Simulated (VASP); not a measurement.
Runs of VASP 6.6.1 on W. The structure is that of space group Im-3m (No. 229), or close to it. The cells are those of the table. 

| task | level | cell | k mesh | smearing | gap on the mesh (eV) | pressure (GPa) |
| --- | --- | --- | --- | --- | --- | --- |
| single point | PBE | a = 2.739 Å, angles 109.5°, 1 atom | 20 × 20 × 20 | fermi-dirac 0.15 eV | none | 7.0 |
| single point | PBE | a = 2.761 Å, angles 109.5°, 1 atom | 18 × 18 × 18 | gaussian 0.1 eV | none | (b) |
| single point | PBE | a = 2.695 Å, angles 109.5°, 1 atom | 18 × 18 × 18 | gaussian 0.1 eV | none | 25.1 |
| single point | r2SCAN | a = 2.791 Å, angles 109.5°, 1 atom | 18 × 18 × 18 | gaussian 0.1 eV | none | -13.6 |
| single point | PBE | a = 2.757 Å, angles 109.5°, 1 atom | 20 × 20 × 20 | fermi-dirac 0.15 eV | none | 0.5 |
| single point | r2SCAN | a = 2.798 Å, angles 109.5°, 1 atom | 18 × 18 × 18 | gaussian 0.1 eV | none | (a) |
| single point | PBE | a = 2.757 Å, angles 109.5°, 1 atom | 18 × 18 × 18 | gaussian 0.1 eV | none | 0.5 |
| single point | PBE | a = 2.876 Å, angles 109.5°, 1 atom | 18 × 18 × 18 | gaussian 0.1 eV | none | -29.0 |
| single point | PBEsol | a = 2.687 Å, angles 109.5°, 1 atom | 18 × 18 × 18 | gaussian 0.1 eV | none | 18.9 |
| single point | PBE | a = 2.757 Å, angles 109.5°, 1 atom | 14 × 14 × 14 | gaussian 0.15 eV | none | 0.8 |
| single point | PBE | a = 2.860 Å, angles 109.5°, 1 atom | 18 × 18 × 18 | gaussian 0.1 eV | none | -26.0 |

Alike in all rows: potentials or basis VASP PAW PBE potentials, release 64 (W_sv); no spin polarisation; cutoff (eV) 520.

Task: Estimate the missing entries.

Result: (a) -15.5; (b) -0.7.

Caveats: spin-orbit coupling is left out, which moves the levels of the heavy elements; the PAW data sets were made with another functional, which shifts forces and pressure a little (some runs).

A k mesh can miss the band edges, and the runs leave out spin-orbit coupling on W.

A gap of «none» marks levels without a gap at the run's occupations.
